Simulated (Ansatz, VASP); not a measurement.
Two plane-wave programs on Ba3B2

```
CELL_PARAMETERS angstrom
4.65799 0.00000 0.00000
-2.32900 4.03394 0.00000
0.00000 0.00000 8.56847
ATOMIC_POSITIONS crystal
Ba 0.66667 0.33333 0.20358
Ba 0.66667 0.33333 0.79642
Ba 0.00000 0.00000 0.50000
B 0.00000 0.00000 0.00000
B 0.33333 0.66667 0.50000
```

Change from the starting cell: species swapped into the Co3Ge2 type (P-6m2, No. 187).

Alike in both runs: task relaxation of cell and atoms; functional PBE; k mesh 12 × 12 × 6; occupations gaussian, width 0.1 eV; no spin polarisation.

|  | VASP | Ansatz |
| --- | --- | --- |
| version | VASP 6.6.1 | Ansatz 0.2.0 |
| potentials or method | VASP PAW PBE potentials, release 64 (Ba_sv, B), cutoff 600 eV | scalar-relativistic, plane waves, PAW |
| valence electrons in the cell | 36 | 36 |

VASP gave:

- gap on the k mesh at the Fermi level, each at its own relaxed structure (eV): none
- relaxed volume (Å³/atom): 32.86
- relaxed length of the cell vector where the two differ most in proportion (Å): 8.652

Q: Which values does Ansatz return?

A: gap on the k mesh at the Fermi level, each at its own relaxed structure (eV): none; relaxed volume (Å³/atom): 31.96; relaxed length of the cell vector where the two differ most in proportion (Å): 8.537.

A gap of «none» marks a metal or a gap that the smearing closes.

Neither program's run includes spin-orbit coupling.
